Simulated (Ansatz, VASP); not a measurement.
**BAs in VASP and in Ansatz**

The input POSCAR:

```
BAs
1.0
    0.0000000000      2.3918676038      2.3918676038
    2.3918676038      0.0000000000      2.3918676038
    2.3918676038      2.3918676038      0.0000000000
B As
1 1
Direct
    0.0000000000      0.0000000000      0.0000000000
    0.2500000000      0.2500000000      0.2500000000
```

INCAR.step1

```
  PREC = Accurate
  ENCUT = 520
  EDIFF = 1E-5
  ISMEAR = 0
  SIGMA = 0.01
  LREAL = False
  LASPH = True
  NELM = 120
  ALGO = Normal
  ISIF = 2
  LWAVE = True
  LCHARG = False
  NBANDS = 16
  GGA = PE
  GGA_COMPAT = False
```

The input INCAR.step2:

```
  PREC = Accurate
  ENCUT = 520
  EDIFF = 1E-6
  ISMEAR = 0
  SIGMA = 0.01
  LREAL = False
  LASPH = True
  NELM = 120
  ALGO = Normal
  ISIF = 2
  LWAVE = False
  LCHARG = False
  GGA = PE
  LHFCALC = True
  AEXX = 0.75
  PRECFOCK = Normal
  NBANDS = 16
  ISTART = 1
  GGA_COMPAT = False
```

File KPOINTS:

```
Automatic mesh
0
Gamma
  4 4 4
```

Input for Ansatz:

```yaml
crystal:
  lattice:
    - [0.0, 2.3918676038, 2.3918676038]
    - [2.3918676038, 0.0, 2.3918676038]
    - [2.3918676038, 2.3918676038, 0.0]
  atoms:
    - { symbol: B, position: [0.0, 0.0, 0.0] }
    - { symbol: As, position: [0.25, 0.25, 0.25] }
kpoints:
  mp_grid: { grid: [4, 4, 4] }
hamiltonian:
  xc: { exchange: pbe, correlation: pbe, exx: { coeff: 0.75 } }
scf:
  occupations: { method: fixed }
  n_extra_bands: 4
output:
  forces: true
  stress: true
  eigenvalues: true
```

Alike in both runs: task single point; functional PBE-based global hybrid; k mesh 4 × 4 × 4; no spin polarisation.

```csv
,VASP,Ansatz
version,VASP 6.6.1,Ansatz 0.2.0
potentials or method,"VASP PAW PBE potentials, release 64 (B, As_d)",plane waves
plane-wave cutoff (eV),520,420
occupations,"gaussian, width 0.01 eV",fixed
valence electrons in the cell,18,18
```

```csv
,VASP,Ansatz,Ansatz less VASP
gap on the k mesh at the Fermi level (eV),5.95,5.79,-0.169
pressure (GPa),-7.3,-6.3,+1.03
```

VASP's potentials were made for PBE, not for PBE-based global hybrid. Ansatz's warnings: stress exchange threshold loose, stress scf threshold loose.

The k mesh is coarse, so the values compare programs but aren't converged.
